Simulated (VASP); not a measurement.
# Bi2H3 (R-3m) in VASP: single point with r2SCAN

Aim: the single point of Bi2H3 with r2SCAN.

All numbers are computed with VASP 6.6.1; they aren't measurements. Logs are shortened: lines on timing, memory, paths and dates and some standing lists are left out, and cuts for length are marked.

## 1. The cell of the first run

It takes space group R-3m (No. 166, trigonal). Conventional cell: a = 3.551 Å, b = 3.551 Å, c = 24.689 Å, α = 90.00°, β = 90.00°, γ = 120.00°. Bi (site symmetry 3m) has 6 H at 2.49 to 2.63 Å within 3.3 Å. H (site symmetry -3m) has 6 Bi at 2.63 Å and 12 H at 3.55 to 3.68 Å within 3.7 Å. H (site symmetry 3m) has 3 Bi at 2.49 Å and 3 H at 2.95 Å within 3.3 Å.

## 2. Single point, r2SCAN

POSCAR

```
Bi2H3
1.0
    3.5507010000      0.0000000000      0.0000000000
   -1.7753500000      3.0749990000      0.0000000000
   -1.7753500000      1.0250000000      8.2296520000
Bi H
2 3
Direct
    0.4000000000      0.6000000000      0.2000000000
    0.6000000000      0.4000000000      0.8000000000
    0.0000000000      0.0000000000      0.0000000000
    0.2095000000      0.7905000000      0.6285000000
    0.7905000000      0.2095000000      0.3715000000
```

INCAR.step1

```
PREC     = Accurate       # precision mode
ENCUT    = 520            # plane-wave cutoff, eV
ISMEAR   = 1              # smearing method
SIGMA    = 0.0223         # smearing width, eV
LREAL    = False          # projectors in reciprocal space
LASPH    = True           # aspherical terms in the spheres
NELM     = 100            # most SCF steps
NBANDS   = 24             # bands
GGA      = PE             # functional
ALGO     = Normal         # electronic algorithm
EDIFF    = 1E-4           # SCF threshold, eV
LWAVE    = True           # write WAVECAR
LCHARG   = False          # write CHGCAR
```

INCAR.step2

```
PREC     = Accurate       # precision mode
ENCUT    = 520            # plane-wave cutoff, eV
EDIFF    = 1E-6           # SCF threshold, eV
ISMEAR   = 1              # smearing method
SIGMA    = 0.0223         # smearing width, eV
LREAL    = False          # projectors in reciprocal space
LASPH    = True           # aspherical terms in the spheres
NELM     = 100            # most SCF steps
ALGO     = Normal         # electronic algorithm
ISIF     = 2              # what is computed and relaxed
LWAVE    = False          # write WAVECAR
LCHARG   = True           # write CHGCAR
METAGGA  = R2SCAN         # meta-GGA
LMIXTAU  = True         
LELF     = True           # ELF
LVHAR    = True         
NBANDS   = 24             # bands
ISTART   = 1
```

KPOINTS

```
Automatic mesh
0
Gamma
  8 8 8
```

Potentials or basis: VASP PAW PBE potentials, release 64 (Bi_d, H).

On the command line:

```
cat potpaw_PBE.64/Bi_d/POTCAR potpaw_PBE.64/H/POTCAR > POTCAR
cp INCAR.step1 INCAR
mpirun -np 1 vasp_std > vasp.out
cp INCAR.step2 INCAR
mpirun -np 1 vasp_std > vasp.out
```

OUTCAR:

```text
PREC = Accurate
   ENCUT = 520
   EDIFF = 1E-6
   ISMEAR = 1
   LREAL = False
   LASPH = True
   NELM = 100
   ISIF = 2
   METAGGA = R2SCAN
   ISTART = 1

 ion  position               nearest neighbor table
   1  0.400  0.600  0.200-   2 3.88   2 3.88   2 3.88
   2  0.600  0.400  0.800-   1 3.88   1 3.88   1 3.88
   3  0.000  0.000  0.000-
   4  0.209  0.791  0.629-
   5  0.791  0.209  0.371-

  LATTYP: Found a trigonal (rhomboedric) cell.
 ALAT       =     8.4811360053
 COS(alpha) =     0.9123623787

  Lattice vectors:

 A1 = (   0.0000000000,  -2.0499990000,   8.2296520000)
 A2 = (   1.7753510000,   1.0250000000,   8.2296520000)
 A3 = (  -1.7753500000,   1.0250000000,   8.2296520000)

Analysis of symmetry for initial positions (statically):
=====================================================================
 Subroutine PRICEL returns:
 Original cell was already a primitive cell.

 Routine SETGRP: Setting up the symmetry group for a
 trigonal (rhombohedral) supercell.

 Subroutine GETGRP returns: Found 12 space group operations
 (whereof 12 operations were pure point group operations)
 out of a pool of 12 trial point group operations.

The static configuration has the point symmetry D_3d.

Analysis of symmetry for dynamics (positions and initial velocities):
=====================================================================
 Subroutine PRICEL returns:
 Original cell was already a primitive cell.

 Routine SETGRP: Setting up the symmetry group for a
 trigonal (rhombohedral) supercell.

 Subroutine GETGRP returns: Found 12 space group operations
 (whereof 12 operations were pure point group operations)
 out of a pool of 12 trial point group operations.

The dynamic configuration has the point symmetry D_3d.

 Subroutine INISYM returns: Found 12 space group operations
 (whereof 12 operations are pure point group operations),
 and found     1 'primitive' translations

----------------------------------------------------------------------------------------

                                     Primitive cell

  volume of cell :      89.8546

  direct lattice vectors                    reciprocal lattice vectors
     3.550701000  0.000000000  0.000000000     0.281634528  0.162601633  0.040503922
    -1.775350000  3.074999000  0.000000000     0.000000000  0.325203358 -0.040503953
    -1.775350000  1.025000000  8.229652000     0.000000000  0.000000000  0.121511821

  length of vectors
     3.550701000  3.550702251  8.481135812     0.327716137  0.327716027  0.121511821

  position of ions in fractional coordinates (direct lattice)
     0.400000000  0.600000000  0.200000000
     0.600000000  0.400000000  0.800000000
     0.000000000  0.000000000  0.000000000
     0.209500000  0.790500000  0.628500000
     0.790500000  0.209500000  0.371500000

  ion indices of the primitive-cell ions
   primitive index   ion index
                 1           1
                 2           2
                 3           3
                 4           4
                 5           5

----------------------------------------------------------------------------------------

 KPOINTS: Automatic mesh

Automatic generation of k-mesh.
 Grid dimensions read from file:
 generate k-points for:    8    8    8

 Generating k-lattice:

  Cartesian coordinates                     Fractional coordinates (reciprocal lattice)
     0.035204316  0.020325204  0.005062990     0.125000000 -0.000000000 -0.000000000
     0.000000000  0.040650420 -0.005062994     0.000000000  0.125000000  0.000000000
     0.000000000  0.000000000  0.015188978     0.000000000  0.000000000  0.125000000

  Length of vectors
     0.040964517  0.040964503  0.015188978

  Shift w.r.t. Gamma in fractional coordinates (k-lattice)
     0.000000000  0.000000000  0.000000000

 Subroutine IBZKPT returns following result:
 ===========================================

 Found     65 irreducible k-points:

 Following reciprocal coordinates:
            Coordinates               Weight
  0.000000  0.000000  0.000000      1.000000
  0.125000 -0.000000 -0.000000      6.000000
  0.250000 -0.000000 -0.000000      6.000000
  0.375000  0.000000 -0.000000      6.000000
  0.500000 -0.000000 -0.000000      3.000000
  0.125000  0.125000  0.000000      6.000000
[... 16 lines left out ...]
  0.125000 -0.000000  0.125000      6.000000
  0.250000 -0.000000  0.125000      6.000000
 [... further k-points ...]
   k-points           NKPTS =     65   k-points in BZ     NKDIM =     65   number of bands    NBANDS=     24
   number of dos      NEDOS =    301   number of ions     NIONS =      5
   total plane-waves  NPLWV =  50176
   dimension x,y,z NGX =    28 NGY =   28 NGZ =   64
   dimension x,y,z NGXF=    56 NGYF=   56 NGZF=  128
   ions per type =               2   3
   NGX,Y,Z   is equivalent  to a cutoff of  13.11, 13.11, 12.55 a.u.
   NGXF,Y,Z  is equivalent  to a cutoff of  26.22, 26.22, 25.09 a.u.
 SYSTEM =  unknown system
   PREC   = accura    normal or accurate (medium, high low for compatibility)
   ISTART =      1    job   : 0-new  1-cont  2-samecut
   ICHARG =      0    charge: 1-file 2-atom 10-const
   ISPIN  =      1    spin polarized calculation?
   LNONCOLLINEAR =      F non collinear calculations
   LSORBIT =      F    spin-orbit coupling
   LASPH  =      T    aspherical Exc in radial PAW
   ENCUT  =  520.0 eV  38.22 Ry    6.18 a.u.   6.60  6.60 15.77*2*pi/ulx,y,z
   NELM   =    100;   NELMIN=  2; NELMDL=  0     # of ELM steps
   EDIFF  = 0.1E-05   stopping-criterion for ELM
   LREAL  =      F    real-space projection
   EDIFFG = 0.1E-04   stopping-criterion for IOM
   NSW    =      0    number of steps for IOM
   IBRION =     -1    ionic relax: 0-MD 1-quasi-New 2-CG
   NFREE  =      0    steps in history (QN), initial steepest desc. (CG)
   ISIF   =      2    stress and relaxation
   ISYM   =      2    0-nonsym 1-usesym 2-fastsym
   POTIM  = 0.5000    time-step for ionic-motion
   TEBEG  =    0.0;   TEEND  =   0.0 temperature during run
   PSTRESS=    0.0 pullay stress
   NELECT =      33.0000    total number of electrons
   NUPDOWN=      -1.0000    fix difference up-down
   EMIN   =  10.00;   EMAX   =-10.00  energy-range for DOS
   EFERMI =   0.00;   METHOD = LEGACY
   ISMEAR =     1;   SIGMA  =   0.02  broadening in eV -4-tet -1-fermi 0-gaus
   EFERMI_NEDOS =   21; number of points for ismear=-14 and -15
   IALGO  =     38    algorithm
   IMIX   =      4    mixing-type and parameters
     AMIX     =   0.40;   BMIX     =  1.00
     AMIX_MAG =   1.60;   BMIX_MAG =  1.00
  volume/ion in A,a.u.               =      17.97       121.27
  Fermi-wavevector in a.u.,A,eV,Ry     =   1.172373  2.215465 18.700656  1.374459
  Thomas-Fermi vector in A             =   2.308803
   LORBIT       =      0    0 simple, 1 ext, 2 COOP (PROOUT), +10 PAW based schemes
   METAGGA = R2SCAN    functional components
   LHFCALC =     F    Hartree Fock is set to
   AEXX    =    0.0000 exact exchange contribution
   IVDW    =     0    specifies the selected vdW correction
   LEPSILON=     F    determine dielectric tensor
   LRPA    =     F    only Hartree local field effects (RPA)
 non-spin polarized calculation
 Methfessel and Paxton  Order N= 1 SIGMA  =   0.02
  energy-cutoff  :      520.00
  volume of cell :       89.85
 maximum number of plane-waves:      2479
 NGX is ok and might be reduce to    28
   NGX = 13   NGY = 13   NGZ = 31

 number of electron      33.0000006 magnetization

 Free energy of the ion-electron system (eV)
  ---------------------------------------------------
  ext. energy  EPLUGINS =         0.00000000
  ---------------------------------------------------
  free energy    TOTEN  =      -122.87445926 eV

  energy without entropy =     -122.87461633  energy(sigma->0) =     -122.87451161

 E-fermi :   4.7591     XC(G=0):  -9.8096

 val. band max:        4.7486065036   @ k =   0.5000   0.3750  -0.0000
 cond. band min:       4.7694184381   @ k =   0.1250  -0.2500   0.3750
 fundamental gap:      0.0208119345
 Fermi energy:         4.7590590463

 k-point     1 :       0.0000    0.0000    0.0000
  band No.  band energies     occupation
      1     -19.3009      2.00000
      2     -19.3009      2.00000
      3     -19.3001      2.00000
      4     -19.3001      2.00000
      5     -19.2678      2.00000
      6     -19.2564      2.00000
[... 16 lines left out ...]
     23      13.4517      0.00000
     24      14.7978      0.00000

 k-point     2 :       0.1250   -0.0000   -0.0000
  band No.  band energies     occupation
      1     -19.3054      2.00000
      2     -19.3030      2.00000
      3     -19.2821      2.00000
      4     -19.2813      2.00000
      5     -19.2553      2.00000
      6     -19.2442      2.00000
[... 16 lines left out ...]
     23      13.5827      0.00000
     24      14.4533      0.00000

 k-point     3 :       0.2500   -0.0000   -0.0000
  band No.  band energies     occupation
      1     -19.3206      2.00000
      2     -19.3139      2.00000
      3     -19.2372      2.00000
      4     -19.2354      2.00000
      5     -19.2261      2.00000
      6     -19.2215      2.00000
[... 16 lines left out ...]
     23      12.1453      0.00000
     24      13.3941      0.00000
[... 514 lines left out ...]
 k-point    23 :       0.1250   -0.0000    0.1250
  band No.  band energies     occupation
      1     -19.3054      2.00000
      2     -19.3030      2.00000
      3     -19.2821      2.00000
      4     -19.2813      2.00000
      5     -19.2552      2.00000
      6     -19.2444      2.00000
[... 16 lines left out ...]
     23      13.5251      0.00000
     24      14.4534      0.00000

 k-point    24 :       0.2500   -0.0000    0.1250
  band No.  band energies     occupation
      1     -19.3206      2.00000
      2     -19.3139      2.00000
      3     -19.2372      2.00000
      4     -19.2354      2.00000
      5     -19.2260      2.00000
      6     -19.2216      2.00000
[... 16 lines left out ...]
     23      12.4540      0.00000
     24      13.7619      0.00000

 [... further k-points ...]

------------------------ aborting loop because EDIFF is reached ----------------------------------------

  FORCE on cell =-STRESS in cart. coord.  units (eV):
  Direction    XX          YY          ZZ          XY          YZ          ZX
  --------------------------------------------------------------------------------------
  -------------------------------------------------------------------------------------
  Total       -1.5328327     -1.5328345     -3.9179026     -0.0000002     -0.0000002     -0.0000002
  in kB      -27.3315835    -27.3316143    -69.8592100     -0.0000044     -0.0000028     -0.0000028
  external PRESSURE =     -41.5074693 kB  Pullay stress =       0.0000000 kB

 VOLUME and BASIS-vectors are now :
 -----------------------------------------------------------------------------
  energy-cutoff  :      520.00
  volume of cell :       89.85
      direct lattice vectors                 reciprocal lattice vectors
     3.550701000  0.000000000  0.000000000     0.281634528  0.162601633  0.040503922
    -1.775350000  3.074999000  0.000000000     0.000000000  0.325203358 -0.040503953
    -1.775350000  1.025000000  8.229652000     0.000000000  0.000000000  0.121511821

 POSITION                                       TOTAL-FORCE (eV/Angst)
 -----------------------------------------------------------------------------------
      0.00000      2.05000      1.64593         0.000000      0.000000      0.607991
      0.00000      2.05000      6.58372        -0.000000     -0.000000     -0.607991
      0.00000      0.00000      0.00000         0.000000      0.000000      0.000000
     -1.77535      3.07500      5.17234         0.000000      0.000000      0.802037
      1.77535      1.02500      3.05732        -0.000000     -0.000000     -0.802037
 -----------------------------------------------------------------------------------
    total drift:                               -0.000000      0.000000      0.000000

  FREE ENERGIE OF THE ION-ELECTRON SYSTEM (eV)
  ---------------------------------------------------
  free  energy   TOTEN  =      -122.8744592555 eV

  energy  without entropy=     -122.8746163307  energy(sigma->0) =     -122.87451161
```

It took 5.7 min on 1 thread of AMD EPYC 7R13 (Zen 3), shared host; peak memory 0.27 GiB.

What came out:

| Quantity | Value |
| --- | --- |
| Free energy | -122.8745 eV |
| Pressure | -4.2 GPa |
| Largest force | 0.802 eV/Å |
| Band gap on the k mesh | zero (an odd number of electrons rules out a gap without spin polarisation) |

Forces on the atoms (eV/Å):
```
Bi   0.000  0.000  0.608
Bi   0.000  0.000 -0.608
H    0.000  0.000  0.000
H    0.000  0.000  0.802
H    0.000  0.000 -0.802
```

Caveat: the cell stands under tension; the PAW data sets were made with another functional, which shifts forces and pressure a little; spin-orbit coupling is left out, which moves the levels of the heavy elements.

The gap in the log of VASP goes by the Fermi energy; the results here count the filled bands.